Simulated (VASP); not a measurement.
Input of a VASP 6.6.1 run:

The input INCAR:

```
PREC = Accurate
ENCUT = 520
EDIFF = 1E-7
ISMEAR = -1
SIGMA = 0.05
LREAL = Auto
LASPH = T
NELM = 60
ALGO = Normal
ISIF = 2
LWAVE = F
LCHARG = T
GGA = PS
LELF = T
LVHAR = T
NBANDS = 345
```

File KPOINTS:

```
Automatic mesh
0
Gamma
  1 1 1
  0.5 0.5 0.5
```

POSCAR

```
Ti3Sn5O16
1.0
    9.4030920000      0.0000000000      0.0000000000
    0.0000000000      9.4030920000      0.0000000000
    0.0000000000      0.0000000000      9.3248210000
Sn Ti O
15 9 48
Direct
    0.0013710000      0.0048850000      0.9969090000
    0.0012400000      0.9980220000      0.6672990000
    0.9967160000      0.5042250000      0.3360070000
    0.4973730000      0.9966450000      0.0033870000
    0.5000920000      0.0007350000      0.6642600000
    0.5025940000      0.5022730000      0.9976750000
    0.5036690000      0.4949740000      0.3316170000
    0.5027510000      0.4999130000      0.6679710000
    0.2507760000      0.2513440000      0.1654090000
    0.2481890000      0.2507600000      0.4983150000
    0.2537440000      0.2502590000      0.8323950000
    0.2490630000      0.7487000000      0.1653970000
    0.2511630000      0.7491230000      0.8358120000
    0.7508980000      0.2499680000      0.8308830000
    0.7479110000      0.7496660000      0.4997490000
    0.9984170000      0.9983780000      0.3316680000
    0.9978190000      0.4970590000      0.0056060000
    0.0009630000      0.5012710000      0.6664010000
    0.4990050000      0.9990310000      0.3304940000
    0.2499050000      0.7518910000      0.4988380000
    0.7508510000      0.2516460000      0.1660310000
    0.7489130000      0.2497920000      0.5007790000
    0.7514380000      0.7494080000      0.1644580000
    0.7529340000      0.7463410000      0.8288490000
    0.1534140000      0.1523060000      0.0021950000
    0.1500880000      0.1529940000      0.3328500000
    0.1559710000      0.1497150000      0.6641810000
    0.1529130000      0.6526050000      0.0029520000
    0.1510510000      0.6515750000      0.3332400000
    0.1509660000      0.6497380000      0.6684870000
    0.6534880000      0.1512220000      0.0014440000
    0.6536510000      0.1568080000      0.3319190000
    0.6486540000      0.1527750000      0.6670000000
    0.6570630000      0.6533910000      0.9983800000
    0.6506500000      0.6539220000      0.3359470000
    0.6560830000      0.6526220000      0.6657980000
    0.3498940000      0.3438850000      0.9964370000
    0.3474630000      0.3517910000      0.3318310000
    0.3487430000      0.3444880000      0.6636820000
    0.3484830000      0.8485930000      0.0002020000
    0.3472220000      0.8514610000      0.3316640000
    0.3480760000      0.8465470000      0.6671070000
    0.8446620000      0.3473220000      0.0001230000
    0.8431150000      0.3474590000      0.3337540000
    0.8475870000      0.3468990000      0.6673690000
    0.8455760000      0.8430400000      0.0001530000
    0.8435100000      0.8470440000      0.3341380000
    0.8473510000      0.8444090000      0.6648150000
    0.0983560000      0.4020890000      0.1638180000
    0.0964730000      0.4007830000      0.5007580000
    0.0925360000      0.3988060000      0.8339540000
    0.0984160000      0.9023310000      0.1681770000
    0.0967090000      0.8986350000      0.4987980000
    0.0979730000      0.9023210000      0.8324720000
    0.6015070000      0.4017240000      0.1669780000
    0.5996890000      0.4030460000      0.5032150000
    0.5965760000      0.4025750000      0.8311140000
    0.5987900000      0.8994230000      0.1680000000
    0.5941670000      0.9045750000      0.4988890000
    0.5985940000      0.9026890000      0.8328040000
    0.4005700000      0.0944270000      0.1682560000
    0.4001720000      0.0923410000      0.4990970000
    0.4019530000      0.0991140000      0.8312470000
    0.4033820000      0.5959840000      0.1641290000
    0.3993900000      0.5985460000      0.4984200000
    0.4004560000      0.5987840000      0.8331480000
    0.9012730000      0.0995200000      0.1640510000
    0.9040960000      0.0999240000      0.5000070000
    0.9060370000      0.0979520000      0.8318790000
    0.8992890000      0.5955330000      0.1655000000
    0.9008750000      0.5983560000      0.5012010000
    0.9030550000      0.5962040000      0.8352080000
```

Potentials or basis: VASP PAW PBE potentials, release 64 (Sn_d, Ti_sv, O).

Launch:

```sh
$ cat potpaw_PBE.64/Sn_d/POTCAR potpaw_PBE.64/Ti_sv/POTCAR potpaw_PBE.64/O/POTCAR > POTCAR
$ mpirun -np 1 vasp_std > vasp.out
```

Question: Predict the pressure.

Answer: 2.4 GPa.

Question: What does it give for the largest force?

Answer: 2.084 eV/Å.

Question: What does it give for the band gap on the k mesh?

Answer: 2.36 eV.

Stress tensor (GPa, compression positive):
```
2.15 0.12 0.13
0.12 2.07 0.27
0.13 0.27 3.07
```

Caveat: the k points lie up to 0.67 Å⁻¹ apart; the PAW data sets were made with another functional, which shifts forces and pressure a little; spin-orbit coupling is left out, which moves the levels of the heavy elements; a shifted mesh leaves out Γ, where band edges can lie. A k mesh can miss the band edges.
